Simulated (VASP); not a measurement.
**BN (zinc blende): vibrations by perturbation theory with PBE**

BN (zinc blende):

```xyz
2
Lattice="0.0000 1.8255 1.8255 1.8255 0.0000 1.8255 1.8255 1.8255 0.0000" Properties=species:S:1:pos:R:3 pbc="T T T"
B     0.0000    0.0000    0.0000
N     0.9127    0.9127    0.9127
```

* Program: VASP 6.6.1
* Task: vibrations by perturbation theory
* Functional: PBE
* Potentials or basis: VASP PAW PBE potentials, release 64 (B, N)
* Cutoff: 600 eV
* k mesh: 10 × 10 × 10
* Occupations: gaussian, width 0.01 eV
* Spin: no spin polarisation
* Dipole correction: no
* Further INCAR settings: ALGO = Normal; EDIFF = 1e-08; NBANDS = 11; IBRION = 8; NSW = 1

```json
{
  "Highest phonon frequency at Γ, LO-TO splitting left out": "1002 cm⁻¹"
}
```

Phonon frequencies in cm⁻¹ (negative: imaginary):
```
              q point           frequencies
(0.000, 0.000, 0.000)  0 0 0 1002 1002 1002
```

Wall time 40 s on 1 thread of Intel(R) Xeon(R) Platinum 8559C (Emerald Rapids) (shared host), peak memory 0.18 GiB.

Caveat: the cell wasn't relaxed at this level first, which shifts response properties.
